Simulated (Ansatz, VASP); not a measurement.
Zn in VASP and in Ansatz

```
Zn
1.0
     2.35485   -3.51478    0.00000
     2.35485    3.51478    0.00000
     0.00000    0.00000    5.32371
Zn
5
Direct
  0.50000 0.00000 0.25000
  0.00000 0.50000 0.75000
  0.00000 0.50000 0.25000
  0.50000 0.00000 0.75000
  0.00000 0.00000 0.00000
```

Alike in both runs: task relaxation of cell and atoms; functional PBE; k mesh 4 × 4 × 4; occupations gaussian, width 0.1 eV; no spin polarisation.

```csv
,VASP,Ansatz
version,VASP 6.6.1,Ansatz 0.2.0
potentials or method,"VASP PAW PBE potentials, release 64 (Zn), cutoff 600 eV","scalar-relativistic, plane waves, PAW"
valence electrons in the cell,60,60
```

Ansatz gave:

```
gap on the k mesh at the Fermi level, each at its own relaxed structure (eV) : none
relaxed volume (Å³/atom)                                                     : 18.00
relaxed length of the cell vector where the two differ most in proportion (Å)              : 6.004
```

**Question.** Estimate VASP's values.

**Answer.** gap on the k mesh at the Fermi level, each at its own relaxed structure (eV): none; relaxed volume (Å³/atom): 18.02; relaxed length of the cell vector where the two differ most in proportion (Å): 6.025.

A gap of «none» marks a metal or a gap that the smearing closes.

The k mesh is coarse, so the values compare programs but aren't converged.
